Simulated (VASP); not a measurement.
# TiAl2 (Cmmm) in VASP: further runs, part 2 of 2

VASP 6.6.1. Earlier steps stand in the parts before.

**3. Single point, PBEsol (16.50 Å³/atom)**

This run uses another cell than the first one, of 16.50 Å³/atom.

INCAR

```
PREC     = Accurate       # precision mode
ENCUT    = 520            # plane-wave cutoff, eV
EDIFF    = 1E-6           # SCF threshold, eV
ISMEAR   = 0              # smearing method
SIGMA    = 0.1            # smearing width, eV
LREAL    = False          # projectors in reciprocal space
LASPH    = True           # aspherical terms in the spheres
NELM     = 100            # most SCF steps
ALGO     = Fast           # electronic algorithm
ISIF     = 2              # what is computed and relaxed
LWAVE    = False          # write WAVECAR
LCHARG   = False          # write CHGCAR
GGA      = PS             # functional
NBANDS   = 27             # bands
```

KPOINTS

```
Automatic mesh
0
Gamma
  10 10 10
```

POSCAR

```
TiAl2
1.0
    1.9882413046     -6.1428040431      0.0000000000
    1.9882413046      6.1428040431      0.0000000000
    0.0000000000      0.0000000000      4.0521345827
Ti Al
2 4
Direct
    0.6557361174      0.3442638826      0.0000000000
    0.3442638826      0.6557361174      0.0000000000
    0.0000000000      0.0000000000      0.0000000000
    0.8263224932      0.1736775068      0.5000000000
    0.1736775068      0.8263224932      0.5000000000
    0.5000000000      0.5000000000      0.5000000000
```

Potentials or basis: VASP PAW PBE potentials, release 64 (Ti_sv, Al).

The run is started by

```
cat potpaw_PBE.64/Ti_sv/POTCAR potpaw_PBE.64/Al/POTCAR > POTCAR
mpirun -np 1 vasp_std > vasp.out
```

It took 12 min on 1 thread of Intel Xeon 6975P-C (Granite Rapids), shared host; peak memory 0.54 GiB.

Results (log left out):

```
Free energy            : -35.5464 eV
Pressure               : -5.9 GPa
Largest force          : 0.004 eV/Å
Band gap on the k mesh : zero (bands 18 and 19 overlap by 1.40 eV)
```

Forces on the atoms (eV/Å):
```
Ti   0.000 -0.003  0.000
Ti   0.000  0.003  0.000
Al   0.000  0.000  0.000
Al   0.000 -0.004  0.000
Al   0.000  0.004  0.000
Al   0.000  0.000  0.000
```

Levels at points of the mesh, in eV from the Fermi level:
```
           k point  band 16  band 17  band 18  band 19  band 20  band 21
(0.00, 0.00, 0.00)    -0.72    -0.53    -0.45     0.37     0.55     0.82
(0.50, 0.00, 0.00)    -1.21    -0.93    -0.28     0.79     1.12     1.24
(0.50, 0.50, 0.00)    -1.22    -0.70    -0.54     0.24     1.11     1.17
(0.00, 0.00, 0.50)    -0.77    -0.21     0.09     0.48     0.97     1.05
(0.50, 0.00, 0.50)    -1.74    -1.42    -1.10    -0.55     1.16     1.21
(0.50, 0.50, 0.50)    -0.80     0.07     0.67     0.86     1.25     1.36
```

Caveat: the cell stands under tension; the PAW data sets were made with another functional, which shifts forces and pressure a little.

**4. Single point, PBEsol**

This run uses another cell than the first one, of 15.56 Å³/atom.

INCAR

```
SYSTEM = TiAl2
PREC = Accurate ; ENCUT = 520
EDIFF = 1E-6 ; ISMEAR = 0
SIGMA = 0.1 ; LREAL = .FALSE.
LASPH = .TRUE. ; NELM = 60
ALGO = Fast ; ISIF = 2
LWAVE = .FALSE. ; LCHARG = .FALSE.
GGA = PS ; NBANDS = 27
```

KPOINTS

```
regular mesh
0
G
  10 10 10
  0 0 0
```

POSCAR

```
TiAl2
1.0
    1.9503339394     -6.0262766718      0.0000000000
    1.9503339394      6.0262766718      0.0000000000
    0.0000000000      0.0000000000      3.9724249782
Ti Al
2 4
Direct
    0.6562199823      0.3437800177      0.0000000000
    0.3437800177      0.6562199823      0.0000000000
    0.0000000000      0.0000000000      0.0000000000
    0.8270962381      0.1729037619      0.5000000000
    0.1729037619      0.8270962381      0.5000000000
    0.5000000000      0.5000000000      0.5000000000
```

The run is started by

```
cat potpaw_PBE.64/Ti_sv/POTCAR potpaw_PBE.64/Al/POTCAR > POTCAR
mpirun -np 1 vasp_std > vasp.out
```

Wall time 29 min (1 thread of Intel Xeon Platinum 8375C at 2.90GHz (Ice Lake), shared host); peak memory 0.53 GiB.

It converged, with:

```
Free energy            : -35.6513 eV
Pressure               : 0.1 GPa
Largest force          : 0.006 eV/Å
Band gap on the k mesh : zero (bands 18 and 19 overlap by 1.56 eV)
```

Forces on the atoms (eV/Å):
```
Ti   0.000 -0.006  0.000
Ti   0.000  0.006  0.000
Al   0.000  0.000  0.000
Al   0.000 -0.005  0.000
Al   0.000  0.005  0.000
Al   0.000  0.000  0.000
```

Levels at points of the mesh, in eV from the Fermi level:
| k point | band 14 | band 15 | band 16 | band 17 | band 18 | band 19 | band 20 | band 21 | band 22 | band 23 |
| --- | --- | --- | --- | --- | --- | --- | --- | --- | --- | --- |
| (0.00, 0.00, 0.00) | -1.74 | -1.61 | -0.71 | -0.54 | -0.50 | 0.37 | 0.57 | 0.87 | 1.00 | 1.06 |
| (0.50, 0.00, 0.00) | -1.96 | -1.66 | -1.29 | -0.99 | -0.28 | 0.83 | 1.17 | 1.32 | 1.46 | 1.78 |
| (0.50, 0.50, 0.00) | -1.99 | -1.76 | -1.26 | -0.70 | -0.53 | 0.23 | 1.19 | 1.23 | 1.26 | 1.57 |
| (0.00, 0.00, 0.50) | -2.56 | -1.56 | -0.84 | -0.20 | 0.08 | 0.56 | 1.04 | 1.12 | 1.37 | 1.37 |
| (0.50, 0.00, 0.50) | -3.61 | -2.44 | -1.76 | -1.51 | -1.13 | -0.56 | 1.26 | 1.31 | 1.34 | 1.59 |
| (0.50, 0.50, 0.50) | -2.11 | -1.99 | -0.84 | 0.07 | 0.83 | 0.95 | 1.36 | 1.48 | 1.75 | 1.76 |

Caveat: the PAW data sets were made with another functional, which shifts forces and pressure a little.

**5. Single point, PBEsol (uniaxial strain along a: -6.0 %)**

INCAR

```
SYSTEM = TiAl2
PREC     = Accurate       ! precision mode
ENCUT    = 520            ! plane-wave cutoff, eV
EDIFF    = 1E-6           ! SCF threshold, eV
ISMEAR   = 0              ! smearing method
SIGMA    = 0.1            ! smearing width, eV
LREAL    = .False.        ! projectors in reciprocal space
LASPH    = .True.         ! aspherical terms in the spheres
NELM     = 80             ! most SCF steps
ALGO     = Fast           ! electronic algorithm
ISIF     = 2              ! what is computed and relaxed
LWAVE    = .False.        ! write WAVECAR
LCHARG   = .False.        ! write CHGCAR
GGA      = PS             ! functional
NBANDS   = 48             ! bands
```

KPOINTS

```
regular mesh
0
Gamma
  10 4 10
  0 0 0
```

POSCAR

```
TiAl2
1.0
    3.6666278071      0.0000000000      0.0000000000
    0.0000000000     12.2333416434      0.0000000000
    0.0000000000      0.0000000000      4.0320113519
Ti Al
4 8
Direct
    0.5000000000      0.8428094323      0.0000000000
    0.0000000000      0.6571905677      0.0000000000
    0.0000000000      0.3428094323      0.0000000000
    0.5000000000      0.1571905677      0.0000000000
    0.0000000000      0.0000000000      0.0000000000
    0.5000000000      0.6722501434      0.5000000000
    0.0000000000      0.8277498566      0.5000000000
    0.5000000000      0.0000000000      0.5000000000
    0.5000000000      0.5000000000      0.0000000000
    0.0000000000      0.1722501434      0.5000000000
    0.5000000000      0.3277498566      0.5000000000
    0.0000000000      0.5000000000      0.5000000000
```

The run is started by

```
cat potpaw_PBE.64/Ti_sv/POTCAR potpaw_PBE.64/Al/POTCAR > POTCAR
mpirun -np 1 vasp_std > vasp.out
```

Wall time 28 min (1 thread of Intel Xeon 6975P-C (Granite Rapids), shared host); peak memory 0.76 GiB.

Results (log left out):

```yaml
Free_energy: -70.9222 eV
Pressure: 4.3 GPa
Largest_force: 0.055 eV/Å
Band_gap_on_the_k_mesh: zero (bands 36 and 37 overlap by 1.51 eV)
```

Forces on the atoms (eV/Å):
```
Ti   0.000 -0.055  0.000
Ti   0.000  0.055  0.000
Ti   0.000 -0.055  0.000
Ti   0.000  0.055  0.000
Al   0.000  0.000  0.000
Al   0.000 -0.044  0.000
Al   0.000  0.044  0.000
Al   0.000  0.000  0.000
Al   0.000  0.000  0.000
Al   0.000 -0.044  0.000
Al   0.000  0.044  0.000
Al   0.000  0.000  0.000
```

Stress tensor (GPa, compression positive):
```
10.91  0.00  0.00
 0.00  0.38  0.00
 0.00  0.00  1.56
```

Levels at points of the mesh, in eV from the Fermi level:
| k point | band 32 | band 33 | band 34 | band 35 | band 36 | band 37 | band 38 | band 39 | band 40 | band 41 |
| --- | --- | --- | --- | --- | --- | --- | --- | --- | --- | --- |
| (0.00, 0.00, 0.00) | -0.93 | -0.93 | -0.42 | -0.17 | 0.16 | 0.36 | 0.43 | 0.48 | 0.80 | 0.89 |
| (0.50, 0.00, 0.00) | -1.40 | -1.19 | -1.19 | -0.57 | -0.57 | 1.09 | 1.09 | 1.10 | 1.10 | 1.19 |
| (0.00, 0.50, 0.00) | -1.08 | -0.94 | -0.94 | 0.02 | 0.02 | 0.42 | 0.42 | 0.64 | 0.64 | 1.13 |
| (0.50, 0.50, 0.00) | -1.49 | -1.17 | -1.17 | -0.41 | -0.41 | 0.80 | 0.80 | 1.09 | 1.09 | 1.17 |
| (0.00, 0.00, 0.50) | -0.39 | 0.19 | 0.29 | 0.33 | 0.62 | 0.63 | 0.74 | 0.85 | 0.90 | 1.25 |
| (0.50, 0.00, 0.50) | -2.50 | -1.26 | -1.26 | -1.06 | -1.06 | -0.57 | -0.57 | 1.05 | 1.05 | 1.13 |
| (0.00, 0.50, 0.50) | -0.36 | -0.01 | -0.01 | 0.63 | 0.63 | 1.01 | 1.01 | 1.16 | 1.16 | 1.23 |
| (0.50, 0.50, 0.50) | -1.74 | -1.65 | -1.65 | -1.27 | -1.27 | -0.74 | -0.74 | 1.13 | 1.13 | 1.17 |

Caveat: the cell differs from its parent crystal (uniaxial strain along a: -6.0 %); the stress differs along the axes, from 0 to 11 GPa; the PAW data sets were made with another functional, which shifts forces and pressure a little.

**6. Summary**

| cell | k mesh | further INCAR settings | gap on the mesh (eV) | pressure (GPa) | largest force (eV/Å) |
| --- | --- | --- | --- | --- | --- |
| a = 6.396, b = 6.396, c = 4.013 Å, angles 90.0, 90.0, 144.1°, 6 atoms, atomic positions A | 10 × 10 × 10 | ALGO = Fast; EDIFF = 1e-06; NBANDS = 27 | none | -3.2 | - |
| a = 6.457, b = 6.457, c = 4.052 Å, angles 90.0, 90.0, 144.1°, 6 atoms, atomic positions B | 10 × 10 × 10 | ALGO = Fast; EDIFF = 1e-06; NBANDS = 27 | none | -5.9 | - |
| a = 6.334, b = 6.334, c = 3.972 Å, angles 90.0, 90.0, 144.1°, 6 atoms, atomic positions C | 10 × 10 × 10 | ALGO = Fast; EDIFF = 1e-06; NBANDS = 27 | none | 0.1 | 0.01 |
| a = 3.667, b = 12.233, c = 4.032 Å, 12 atoms, atomic positions D | 10 × 4 × 10 | ALGO = Fast; EDIFF = 1e-06; NBANDS = 48 | none | 4.3 | 0.05 |

Alike in all rows: task single point; level PBEsol; potentials or basis VASP PAW PBE potentials, release 64 (Ti_sv, Al); no spin polarisation; cutoff (eV) 520; smearing gaussian 0.1 eV.

Caveats: the PAW data sets were made with another functional, which shifts forces and pressure a little; the cell stands under tension (at least some runs); the stress differs along the axes, from 0 to 11 GPa (at least some runs).

Total energies depend on the potentials used, so only differences within one code and one set of settings carry meaning.
